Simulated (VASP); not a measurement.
# TiAl3 (Pm-3m) in VASP: notebook

Runs on TiAl3. Level: r2SCAN. Tasks: relaxation of cell and atoms.

Program: VASP 6.6.1. These are calculated values, not measurements. Logs are shortened: lines on timing, memory, paths and dates and some standing lists are left out, and cuts for length are marked.

## Step 1: The cell of the first run

It takes space group Pm-3m (No. 221, cubic). Conventional cell: a = 3.913 Å, b = 3.913 Å, c = 3.913 Å, α = 90.00°, β = 90.00°, γ = 90.00°. Ti (site symmetry m-3m) has 12 Al at 2.77 Å within 3.6 Å. Within 3.6 Å of Al (site symmetry 4/mmm) lie 4 Ti at 2.77 Å and 8 Al at 2.77 Å.

## Step 2: Relaxation of cell and atoms, r2SCAN, target pressure 4 GPa, at which the enthalpy is minimised

Input file POSCAR:

```
TiAl3
1.0
    3.9126695225      0.0000000000      0.0000000000
    0.0000000000      3.9126695225      0.0000000000
    0.0000000000      0.0000000000      3.9126695225
Ti Al
1 3
Direct
    0.0000000000      0.0000000000      0.0000000000
    0.5000000000      0.5000000000      0.0000000000
    0.5000000000      0.0000000000      0.5000000000
    0.0000000000      0.5000000000      0.5000000000
```

Input file INCAR.step1:

```
SYSTEM = TiAl3
  ALGO = Normal
  EDIFF = 1E-4
  ENCUT = 600
  GGA = PE
  ISMEAR = 0
  LASPH = .True.
  LCHARG = .False.
  LREAL = .False.
  LWAVE = .True.
  NELM = 60
  PREC = Accurate
  SIGMA = 0.1
```

Input file INCAR.step2:

```
SYSTEM = TiAl3
  ALGO = Normal
  EDIFF = 1E-7
  EDIFFG = -0.008
  ENCUT = 600
  IBRION = 2
  ISIF = 3
  ISMEAR = 0
  ISTART = 1
  LASPH = .True.
  LCHARG = .False.
  LMIXTAU = .True.
  LREAL = .False.
  LWAVE = .False.
  METAGGA = R2SCAN
  NELM = 60
  NSW = 70
  PREC = Accurate
  PSTRESS = 40.0
  SIGMA = 0.1
```

Input file KPOINTS:

```
k-points
0
Gamma
  10 10 10
  0 0 0
```

Potentials or basis: VASP PAW PBE potentials, release 64 (Ti_sv, Al).

Command:

```
$ cat potpaw_PBE.64/Ti_sv/POTCAR potpaw_PBE.64/Al/POTCAR > POTCAR
$ cp INCAR.step1 INCAR
$ mpirun -np 1 vasp_std > vasp.out
$ cp INCAR.step2 INCAR
$ mpirun -np 1 vasp_std > vasp.out
```

OUTCAR:

```text
SYSTEM = TiAl3
   EDIFF = 1E-7
   EDIFFG = -0.008
   ENCUT = 600
   IBRION = 2
   ISIF = 3
   ISMEAR = 0
   ISTART = 1
   LASPH = .True.
   LREAL = .False.
   METAGGA = R2SCAN
   NELM = 60
   NSW = 70
   PREC = Accurate
   PSTRESS = 40.0

 ion  position               nearest neighbor table
   1  0.000  0.000  0.000-   2 2.77   3 2.77   4 2.77   3 2.77   4 2.77   2 2.77   4 2.77   4 2.77
                             2 2.77   3 2.77   3 2.77   2 2.77
   2  0.500  0.500  0.000-   1 2.77   3 2.77   4 2.77   3 2.77   4 2.77   1 2.77   3 2.77   3 2.77
                             1 2.77   4 2.77   4 2.77   1 2.77
   3  0.500  0.000  0.500-   1 2.77   2 2.77   4 2.77   1 2.77   2 2.77   2 2.77   4 2.77   2 2.77
                             1 2.77   4 2.77   1 2.77   4 2.77
   4  0.000  0.500  0.500-   1 2.77   2 2.77   3 2.77   1 2.77   2 2.77   1 2.77   3 2.77   1 2.77
                             2 2.77   3 2.77   2 2.77   3 2.77

  LATTYP: Found a simple cubic cell.
 ALAT       =     3.9126695225

  Lattice vectors:

 A1 = (   3.9126695225,   0.0000000000,   0.0000000000)
 A2 = (   0.0000000000,   3.9126695225,   0.0000000000)
 A3 = (   0.0000000000,   0.0000000000,   3.9126695225)

Analysis of symmetry for initial positions (statically):
=====================================================================
 Subroutine PRICEL returns:
 Original cell was already a primitive cell.

 Routine SETGRP: Setting up the symmetry group for a
 simple cubic supercell.

 Subroutine GETGRP returns: Found 48 space group operations
 (whereof 48 operations were pure point group operations)
 out of a pool of 48 trial point group operations.

The static configuration has the point symmetry O_h .

Analysis of symmetry for dynamics (positions and initial velocities):
=====================================================================
 Subroutine PRICEL returns:
 Original cell was already a primitive cell.

 Routine SETGRP: Setting up the symmetry group for a
 simple cubic supercell.

 Subroutine GETGRP returns: Found 48 space group operations
 (whereof 48 operations were pure point group operations)
 out of a pool of 48 trial point group operations.

The dynamic configuration has the point symmetry O_h .

 Subroutine INISYM returns: Found 48 space group operations
 (whereof 48 operations are pure point group operations),
 and found     1 'primitive' translations

----------------------------------------------------------------------------------------

                                     Primitive cell

  volume of cell :      59.8990

  direct lattice vectors                    reciprocal lattice vectors
     3.912669522  0.000000000  0.000000000     0.255579980  0.000000000  0.000000000
     0.000000000  3.912669522  0.000000000     0.000000000  0.255579980  0.000000000
     0.000000000  0.000000000  3.912669522     0.000000000  0.000000000  0.255579980

  length of vectors
     3.912669522  3.912669522  3.912669522     0.255579980  0.255579980  0.255579980

  position of ions in fractional coordinates (direct lattice)
     0.000000000  0.000000000  0.000000000
     0.500000000  0.500000000  0.000000000
     0.500000000  0.000000000  0.500000000
     0.000000000  0.500000000  0.500000000

  ion indices of the primitive-cell ions
   primitive index   ion index
                 1           1
                 2           2
                 3           3
                 4           4

----------------------------------------------------------------------------------------

 KPOINTS: k-points

Automatic generation of k-mesh.
 Grid dimensions read from file:
 generate k-points for:   10   10   10

 Generating k-lattice:

  Cartesian coordinates                     Fractional coordinates (reciprocal lattice)
     0.025557998  0.000000000  0.000000000     0.100000000  0.000000000  0.000000000
     0.000000000  0.025557998  0.000000000     0.000000000  0.100000000  0.000000000
     0.000000000  0.000000000  0.025557998     0.000000000  0.000000000  0.100000000

  Length of vectors
     0.025557998  0.025557998  0.025557998

  Shift w.r.t. Gamma in fractional coordinates (k-lattice)
     0.000000000  0.000000000  0.000000000

 Subroutine IBZKPT returns following result:
 ===========================================

 Found     56 irreducible k-points:

 Following reciprocal coordinates:
            Coordinates               Weight
  0.000000  0.000000  0.000000      1.000000
  0.100000  0.000000  0.000000      6.000000
  0.200000  0.000000  0.000000      6.000000
  0.300000  0.000000  0.000000      6.000000
  0.400000  0.000000  0.000000      6.000000
  0.500000  0.000000  0.000000      3.000000
[... 16 lines left out ...]
  0.200000  0.100000  0.100000     24.000000
  0.300000  0.100000  0.100000     24.000000
 [... further k-points ...]
   k-points           NKPTS =     56   k-points in BZ     NKDIM =     56   number of bands    NBANDS=     14
   number of dos      NEDOS =    301   number of ions     NIONS =      4
   total plane-waves  NPLWV =  32768
   dimension x,y,z NGX =    32 NGY =   32 NGZ =   32
   dimension x,y,z NGXF=    64 NGYF=   64 NGZF=   64
   ions per type =               1   3
   NGX,Y,Z   is equivalent  to a cutoff of  13.60, 13.60, 13.60 a.u.
   NGXF,Y,Z  is equivalent  to a cutoff of  27.19, 27.19, 27.19 a.u.
 SYSTEM =  TiAl3
   PREC   = accura    normal or accurate (medium, high low for compatibility)
   ISTART =      1    job   : 0-new  1-cont  2-samecut
   ICHARG =      0    charge: 1-file 2-atom 10-const
   ISPIN  =      1    spin polarized calculation?
   LNONCOLLINEAR =      F non collinear calculations
   LSORBIT =      F    spin-orbit coupling
   LASPH  =      T    aspherical Exc in radial PAW
   ENCUT  =  600.0 eV  44.10 Ry    6.64 a.u.   7.81  7.81  7.81*2*pi/ulx,y,z
   NELM   =     60;   NELMIN=  2; NELMDL=  0     # of ELM steps
   EDIFF  = 0.1E-06   stopping-criterion for ELM
   LREAL  =      F    real-space projection
   EDIFFG = -.8E-02   stopping-criterion for IOM
   NSW    =     70    number of steps for IOM
   IBRION =      2    ionic relax: 0-MD 1-quasi-New 2-CG
   NFREE  =      1    steps in history (QN), initial steepest desc. (CG)
   ISIF   =      3    stress and relaxation
   ISYM   =      2    0-nonsym 1-usesym 2-fastsym
   POTIM  = 0.5000    time-step for ionic-motion
   TEBEG  =    0.0;   TEEND  =   0.0 temperature during run
   PSTRESS=   40.0 pullay stress
   NELECT =      21.0000    total number of electrons
   NUPDOWN=      -1.0000    fix difference up-down
   EMIN   =  10.00;   EMAX   =-10.00  energy-range for DOS
   EFERMI =   0.00;   METHOD = LEGACY
   ISMEAR =     0;   SIGMA  =   0.10  broadening in eV -4-tet -1-fermi 0-gaus
   EFERMI_NEDOS =   21; number of points for ismear=-14 and -15
   IALGO  =     38    algorithm
   IMIX   =      4    mixing-type and parameters
     AMIX     =   0.40;   BMIX     =  1.00
     AMIX_MAG =   1.60;   BMIX_MAG =  1.00
  volume/ion in A,a.u.               =      14.97       101.05
  Fermi-wavevector in a.u.,A,eV,Ry     =   1.154360  2.181425 18.130416  1.332548
  Thomas-Fermi vector in A             =   2.290997
   LORBIT       =      0    0 simple, 1 ext, 2 COOP (PROOUT), +10 PAW based schemes
   METAGGA = R2SCAN    functional components
   LHFCALC =     F    Hartree Fock is set to
   AEXX    =    0.0000 exact exchange contribution
   IVDW    =     0    specifies the selected vdW correction
   LEPSILON=     F    determine dielectric tensor
   LRPA    =     F    only Hartree local field effects (RPA)
 conjugate gradient relaxation of ions
 non-spin polarized calculation
 Gauss-broadening in eV      SIGMA  =   0.10
  energy-cutoff  :      600.00
  volume of cell :       59.90
 maximum number of plane-waves:      2016
 NGX is ok and might be reduce to    32
   NGX = 15   NGY = 15   NGZ = 15

 number of electron      21.0000001 magnetization

 Free energy of the ion-electron system (eV)
  ---------------------------------------------------
  ext. energy  EPLUGINS =         0.00000000
  ---------------------------------------------------
  free energy    TOTEN  =       -34.79928067 eV

  energy without entropy =      -34.79011388  energy(sigma->0) =      -34.79469728

 E-fermi :   9.5515     XC(G=0): -11.7308

 val. band max:        9.5005958749   @ k =   0.4000   0.4000   0.1000
 cond. band min:       9.5531141049   @ k =   0.1000   0.1000   0.1000
 fundamental gap:      0.0525182300
 Fermi energy:         9.5514902365

 k-point     1 :       0.0000    0.0000    0.0000
  band No.  band energies     occupation
      1     -49.7243      2.00000
      2     -25.0015      2.00000
      3     -25.0014      2.00000
      4     -25.0014      2.00000
      5      -2.1684      2.00000
      6       6.2423      2.00000
      7       6.2423      2.00000
      8       7.1063      2.00000
      9       7.1063      2.00000
     10       7.1063      2.00000
     11       9.6574      0.13417
     12       9.6574      0.13417
     13       9.6574      0.13415
     14      10.1498      0.00000

 k-point     2 :       0.1000    0.0000    0.0000
  band No.  band energies     occupation
      1     -49.7242      2.00000
      2     -25.0039      2.00000
      3     -25.0013      2.00000
      4     -25.0013      2.00000
      5      -2.0632      2.00000
      6       5.3892      2.00000
      7       6.3088      2.00000
      8       7.1001      2.00000
      9       7.1001      2.00000
     10       7.6007      2.00000
     11       9.6807      0.06756
     12       9.6808      0.06755
     13       9.6831      0.06272
     14      10.6147      0.00000
[... 343 lines left out ...]
      1     -49.7237      2.00000
      2     -25.0100      2.00000
      3     -25.0032      2.00000
      4     -25.0029      2.00000
      5      -1.5450      2.00000
      6       4.2338      2.00000
      7       5.5742      2.00000
      8       6.1653      2.00000
      9       7.8292      2.00000
     10       8.7065      2.00000
     11       9.3208      1.99889
     12       9.7784      0.00133
     13      10.1487      0.00000
     14      12.1676      0.00000

 k-point    24 :       0.3000    0.1000    0.1000
  band No.  band energies     occupation
      1     -49.7234      2.00000
      2     -25.0179      2.00000
      3     -25.0025      2.00000
      4     -25.0023      2.00000
      5      -1.0410      2.00000
      6       2.9544      2.00000
      7       5.8673      2.00000
      8       6.3883      2.00000
      9       7.5079      2.00000
     10       8.9285      2.00000
     11       9.4363      1.89682
     12      10.0945      0.00000
     13      10.4705      0.00000
     14      12.0281      0.00000

 [... further k-points ...]

------------------------ aborting loop because EDIFF is reached ----------------------------------------

  FORCE on cell =-STRESS in cart. coord.  units (eV):
  Direction    XX          YY          ZZ          XY          YZ          ZX
  --------------------------------------------------------------------------------------
  -------------------------------------------------------------------------------------
  Total        1.4721769      1.4721769      1.4721769      0.0000000     -0.0000000      0.0000000
  in kB       39.3777657     39.3777657     39.3777657      0.0000000     -0.0000000      0.0000000
  external PRESSURE =      -0.6222343 kB  Pullay stress =      40.0000000 kB

 VOLUME and BASIS-vectors are now :
 -----------------------------------------------------------------------------
  energy-cutoff  :      600.00
  volume of cell :       59.90
      direct lattice vectors                 reciprocal lattice vectors
     3.912669522  0.000000000  0.000000000     0.255579980  0.000000000  0.000000000
     0.000000000  3.912669522  0.000000000     0.000000000  0.255579980  0.000000000
     0.000000000  0.000000000  3.912669522     0.000000000  0.000000000  0.255579980

 POSITION                                       TOTAL-FORCE (eV/Angst)
 -----------------------------------------------------------------------------------
      0.00000      0.00000      0.00000         0.000000      0.000000      0.000000
      1.95633      1.95633      0.00000         0.000000      0.000000      0.000000
      1.95633      0.00000      1.95633         0.000000      0.000000      0.000000
      0.00000      1.95633      1.95633         0.000000      0.000000      0.000000
 -----------------------------------------------------------------------------------
    total drift:                                0.000000      0.000000      0.000000

  FREE ENERGIE OF THE ION-ELECTRON SYSTEM (eV)
  ---------------------------------------------------
  free  energy   TOTEN  =       -34.7992806746 eV

  energy  without entropy=      -34.7901138837  energy(sigma->0) =      -34.79469728

  enthalpy is  TOTEN    =       -33.3038409559 eV   P V=        1.4954397187

 reached required accuracy - stopping structural energy minimisation
```

Wall time 69 s (1 thread of Intel Xeon 6975P-C (Granite Rapids), shared host); peak memory 0.22 GiB.

Results:

```yaml
Free_energy: -34.7993 eV
Pressure_after_relaxing: 3.9 GPa
Band_gap_on_the_k_mesh: zero (an odd number of electrons rules out a gap without spin polarisation)
```

Final structure:
```cif
data_structure
_symmetry_space_group_name_H-M 'P 1'
_symmetry_Int_Tables_number 1
_cell_length_a 3.9127
_cell_length_b 3.9127
_cell_length_c 3.9127
_cell_angle_alpha 90.000
_cell_angle_beta 90.000
_cell_angle_gamma 90.000
_cell_volume 59.90
loop_
_atom_site_label
_atom_site_type_symbol
_atom_site_fract_x
_atom_site_fract_y
_atom_site_fract_z
_atom_site_occupancy
Ti1 Ti 0.00000 0.00000 0.00000 1
Al1 Al 0.50000 0.50000 0.00000 1
Al2 Al 0.50000 0.00000 0.50000 1
Al3 Al 0.00000 0.50000 0.50000 1
```

Caveat: the relaxation stopped at its first step, so nothing moved; the cell is relaxed towards a set pressure, so the run minimises the enthalpy, not the energy; the PAW data sets were made with another functional, which shifts forces and pressure a little.

## Step 3: Relaxation of cell and atoms, r2SCAN, target pressure 1 GPa, at which the enthalpy is minimised

This run uses another cell than the first one, of 15.32 Å³/atom.

Input file POSCAR:

```
TiAl3
1.0
    3.9426390832      0.0000000000      0.0000000000
    0.0000000000      3.9426390832      0.0000000000
    0.0000000000      0.0000000000      3.9426390832
Ti Al
1 3
Direct
    0.0000000000      0.0000000000      0.0000000000
    0.5000000000      0.5000000000      0.0000000000
    0.5000000000      0.0000000000      0.5000000000
    0.0000000000      0.5000000000      0.5000000000
```

Input file INCAR.step1:

```
ALGO = Normal ; EDIFF = 1E-4
ENCUT = 600 ; GGA = PE
ISMEAR = 0 ; LASPH = T
LCHARG = F ; LREAL = F
LWAVE = T ; NELM = 80
PREC = Accurate ; SIGMA = 0.1
```

Input file INCAR.step2:

```
ALGO = Normal ; EDIFF = 1E-6
EDIFFG = -0.008 ; ENCUT = 600
IBRION = 2 ; ISIF = 3
ISMEAR = 0 ; ISTART = 1
LASPH = T ; LCHARG = F
LMIXTAU = T ; LREAL = F
LWAVE = F ; METAGGA = R2SCAN
NELM = 80 ; NSW = 70
PREC = Accurate ; PSTRESS = 10.0
SIGMA = 0.1
```

Input file KPOINTS:

```
k-points
0
Gamma
  10 10 10
```

Potentials or basis: VASP PAW PBE potentials, release 64 (Ti_sv, Al).

Command:

```
$ cat potpaw_PBE.64/Ti_sv/POTCAR potpaw_PBE.64/Al/POTCAR > POTCAR
$ cp INCAR.step1 INCAR
$ mpirun -np 1 vasp_std > vasp.out
$ cp INCAR.step2 INCAR
$ mpirun -np 1 vasp_std > vasp.out
```

It took 58 s on 1 thread of Intel Xeon 6975P-C (Granite Rapids), shared host; peak memory 0.22 GiB.

The run converged. Its results:

```yaml
Free_energy: -34.8209 eV
Pressure_after_relaxing: 1.1 GPa
Band_gap_on_the_k_mesh: zero (an odd number of electrons rules out a gap without spin polarisation)
```

Final structure:
```xyz
4
Lattice="3.9426 0.0000 0.0000 0.0000 3.9426 0.0000 0.0000 0.0000 3.9426" Properties=species:S:1:pos:R:3 pbc="T T T"
Ti    0.0000    0.0000    0.0000
Al    1.9713    1.9713    0.0000
Al    1.9713    0.0000    1.9713
Al    0.0000    1.9713    1.9713
```

Levels at points of the mesh, in eV from the Fermi level:
```csv
k point,band 8,band 9,band 10,band 11,band 12,band 13
"(0.00, 0.00, 0.00)",-2.43,-2.43,-2.43,0.11,0.11,0.11
"(0.50, 0.00, 0.00)",-2.50,-2.35,0.39,0.66,0.66,0.89
"(0.50, 0.50, 0.00)",-5.47,-1.41,-1.41,0.62,1.08,1.08
"(0.50, 0.50, 0.50)",-5.45,-3.92,-3.92,-3.92,0.21,1.47
```

Caveat: the relaxation stopped at its first step, so nothing moved; the cell is relaxed towards a set pressure, so the run minimises the enthalpy, not the energy; the PAW data sets were made with another functional, which shifts forces and pressure a little.

The gap in the log of VASP goes by the Fermi energy; the results here count the filled bands.